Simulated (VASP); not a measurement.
# Te (P6/mmm) in VASP: a series of runs, part 2 of 2

VASP 6.6.1.

## 3. Single point, RPBE (volume scaled by 1.04)

File INCAR:

```
ALGO     = Normal         # electronic algorithm
EDIFF    = 1E-7           # SCF threshold, eV
ENCUT    = 520            # plane-wave cutoff, eV
GGA      = RP             # functional
ISIF     = 2              # what is computed and relaxed
ISMEAR   = -1             # smearing method
LASPH    = True           # aspherical terms in the spheres
LCHARG   = False          # write CHGCAR
LREAL    = False          # projectors in reciprocal space
LWAVE    = False          # write WAVECAR
NBANDS   = 16             # bands
NELM     = 80             # most SCF steps
PREC     = Accurate       # precision mode
SIGMA    = 0.1            # smearing width, eV
```

File KPOINTS:

```
k-points
0
Gamma
  8 8 11
```

File POSCAR:

```
Te
1.0
    5.6791992605      0.0000000000      0.0000000000
   -2.8395996303      4.9183308328      0.0000000000
    0.0000000000      0.0000000000      3.3342486144
Te
3
Direct
    0.0000000000      0.0000000000      0.0000000000
    0.3333333333      0.6666666667      0.5000000000
    0.6666666667      0.3333333333      0.5000000000
```

Potentials or basis: VASP PAW PBE potentials, release 64 (Te).

Run with:

```console
> cat potpaw_PBE.64/Te/POTCAR > POTCAR
> mpirun -np 1 vasp_std > vasp.out
```

It took 2.1 min on 1 thread of Intel Xeon 6975P-C, shared host; peak memory 0.25 GiB.

Results (log left out):

```yaml
Free_energy: -7.2210 eV
Pressure: -1.9 GPa
Band_gap_on_the_k_mesh: zero (band 9 reaches 9.21 eV, above the bottom of band 10 at 4.71 eV)
```

Stress tensor (GPa, compression positive):
```
-1.31  0.00  0.00
 0.00 -1.31  0.00
 0.00  0.00 -3.16
```

Levels at points of the mesh, in eV from the Fermi level:
```tsv
k point	band 5	band 6	band 7	band 8	band 9	band 10	band 11	band 12	band 13	band 14
(0.00, 0.00, 0.00)	-4.21	-3.75	-3.75	0.34	2.35	2.35	2.73	2.94	5.23	8.56
(0.50, 0.00, 0.00)	-2.57	-2.19	-0.28	0.04	0.27	1.39	1.55	2.49	5.42	6.74
```

Caveat: the PAW data sets were made with another functional, which shifts forces and pressure a little; spin-orbit coupling is left out, which moves the levels of the heavy elements.

## 4. Single point, RPBE (volume scaled by 1.08)

File INCAR:

```
SYSTEM = Te
PREC = Accurate ; ENCUT = 520
EDIFF = 1E-6 ; ISMEAR = -1
SIGMA = 0.1 ; LREAL = .FALSE.
LASPH = .TRUE. ; NELM = 100
ALGO = Normal ; ISIF = 2
LWAVE = .FALSE. ; LCHARG = .FALSE.
GGA = RP ; NBANDS = 16
```

File KPOINTS:

```
Automatic mesh
0
G
  8 8 11
  0 0 0
```

File POSCAR:

```
Te
1.0
    5.7510954912      0.0000000000      0.0000000000
   -2.8755477456      4.9805947949      0.0000000000
    0.0000000000      0.0000000000      3.3764587740
Te
3
Direct
    0.0000000000      0.0000000000      0.0000000000
    0.3333333333      0.6666666667      0.5000000000
    0.6666666667      0.3333333333      0.5000000000
```

Run with:

```console
> cat potpaw_PBE.64/Te/POTCAR > POTCAR
> mpirun -np 1 vasp_std > vasp.out
```

It took 1.9 min on 1 thread of Intel Xeon 6975P-C, shared host; peak memory 0.27 GiB.

It converged, with:

- Free energy: -7.1632 eV
- Pressure: -3.2 GPa
- Band gap on the k mesh: zero (band 9 reaches 8.57 eV, above the bottom of band 10 at 4.37 eV)

Stress tensor (GPa, compression positive):
```
-2.59  0.00  0.00
 0.00 -2.59  0.00
 0.00  0.00 -4.40
```

Levels at points of the mesh, in eV from the Fermi level:
```
           k point  band 5  band 6  band 7  band 8  band 9  band 10  band 11  band 12  band 13  band 14
(0.00, 0.00, 0.00)   -4.00   -3.55   -3.55    0.33    2.19     2.19     2.55     2.75     5.28     8.27
(0.50, 0.00, 0.00)   -2.50   -2.13   -0.25    0.06    0.25     1.31     1.47     2.34     5.42     6.76
```

Caveat: the PAW data sets were made with another functional, which shifts forces and pressure a little; spin-orbit coupling is left out, which moves the levels of the heavy elements.

## 5. Single point, RPBE (volume scaled by 1.12)

File INCAR:

```
SYSTEM = Te
  PREC = Accurate
  ENCUT = 520
  EDIFF = 1E-6
  ISMEAR = -1
  SIGMA = 0.1
  LREAL = .False.
  LASPH = .True.
  NELM = 100
  ALGO = Normal
  ISIF = 2
  LWAVE = .False.
  LCHARG = .False.
  GGA = RP
  NBANDS = 16
```

File KPOINTS:

```
Automatic mesh
0
Gamma
  8 8 11
  0 0 0
```

File POSCAR:

```
Te
1.0
    5.8212377149      0.0000000000      0.0000000000
   -2.9106188574      5.0413397426      0.0000000000
    0.0000000000      0.0000000000      3.4176391590
Te
3
Direct
    0.0000000000      0.0000000000      0.0000000000
    0.3333333333      0.6666666667      0.5000000000
    0.6666666667      0.3333333333      0.5000000000
```

Potentials or basis: VASP PAW PBE potentials, release 64 (Te).

Run with:

```console
> cat potpaw_PBE.64/Te/POTCAR > POTCAR
> mpirun -np 1 vasp_std > vasp.out
```

OUTCAR:

```text
SYSTEM = Te
   PREC = Accurate
   ENCUT = 520
   EDIFF = 1E-6
   ISMEAR = -1
   LREAL = .False.
   LASPH = .True.
   NELM = 100
   ISIF = 2
   GGA = RP

 ion  position               nearest neighbor table
   1  0.000  0.000  0.000-
   2  0.333  0.667  0.500-   3 3.36   3 3.36   3 3.36
   3  0.667  0.333  0.500-   2 3.36   2 3.36   2 3.36

  LATTYP: Found a hexagonal cell.
 ALAT       =     5.8212377149
 C/A-ratio  =     0.5870983675

  Lattice vectors:

 A1 = (   5.8212377149,   0.0000000000,   0.0000000000)
[... 630 lines left out ...]
      6       4.4704      2.00000
[... 8 lines left out ...]
     15      13.8349      0.00000
     16      14.1326      0.00000

 [... further k-points ...]
[... 5 lines left out ...]
  --------------------------------------------------------------------------------------
  -------------------------------------------------------------------------------------
  Total       -2.2503502     -2.2503502     -3.3646450     -0.0000000     -0.0000000     -0.0000000
  in kB      -35.9478723    -35.9478723    -53.7480023     -0.0000000     -0.0000000     -0.0000000
  external PRESSURE =     -41.8812489 kB  Pullay stress =       0.0000000 kB

 VOLUME and BASIS-vectors are now :
 -----------------------------------------------------------------------------
  energy-cutoff  :      520.00
  volume of cell :      100.30
      direct lattice vectors                 reciprocal lattice vectors
     5.821237715  0.000000000  0.000000000     0.171784773  0.099179985  0.000000000
    -2.910618857  5.041339743  0.000000000     0.000000000  0.198359970  0.000000000
     0.000000000  0.000000000  3.417639159     0.000000000  0.000000000  0.292599644

 POSITION                                       TOTAL-FORCE (eV/Angst)
 -----------------------------------------------------------------------------------
      0.00000      0.00000      0.00000         0.000000      0.000000      0.000000
     -0.00000      3.36089      1.70882        -0.000000      0.000000      0.000000
      2.91062      1.68045      1.70882         0.000000     -0.000000      0.000000
 -----------------------------------------------------------------------------------
    total drift:                               -0.000000      0.000000     -0.000000

  FREE ENERGIE OF THE ION-ELECTRON SYSTEM (eV)
  ---------------------------------------------------
  free  energy   TOTEN  =        -7.0800971789 eV

  energy  without entropy=       -6.9750380612  energy(sigma->0) =       -7.02756762
```

It took 2 min on 1 thread of Intel Xeon 6975P-C, shared host; peak memory 0.28 GiB.

Results:

```yaml
Free_energy: -7.0801 eV
Pressure: -4.2 GPa
Band_gap_on_the_k_mesh: zero (band 9 reaches 7.98 eV, above the bottom of band 10 at 4.04 eV)
```

Caveat: the PAW data sets were made with another functional, which shifts forces and pressure a little; spin-orbit coupling is left out, which moves the levels of the heavy elements.

## 6. Summary

| cell | gap on the mesh (eV) | pressure (GPa) |
| --- | --- | --- |
| a = 5.605, b = 5.605, c = 3.291 Å, angles 90.0, 90.0, 120.0°, 3 atoms | none | -0.3 |
| a = 5.679, b = 5.679, c = 3.334 Å, angles 90.0, 90.0, 120.0°, 3 atoms | none | -1.9 |
| a = 5.751, b = 5.751, c = 3.376 Å, angles 90.0, 90.0, 120.0°, 3 atoms | none | -3.2 |
| a = 5.821, b = 5.821, c = 3.418 Å, angles 90.0, 90.0, 120.0°, 3 atoms | none | -4.2 |

Alike in all rows: task single point; level RPBE; potentials or basis VASP PAW PBE potentials, release 64 (Te); no spin polarisation; k mesh 8 × 8 × 11; cutoff (eV) 520; smearing fermi-dirac 0.1 eV.

Caveats: the PAW data sets were made with another functional, which shifts forces and pressure a little; spin-orbit coupling is left out, which moves the levels of the heavy elements.

Total energies depend on the potentials used, so only differences within one code and one set of settings carry meaning.
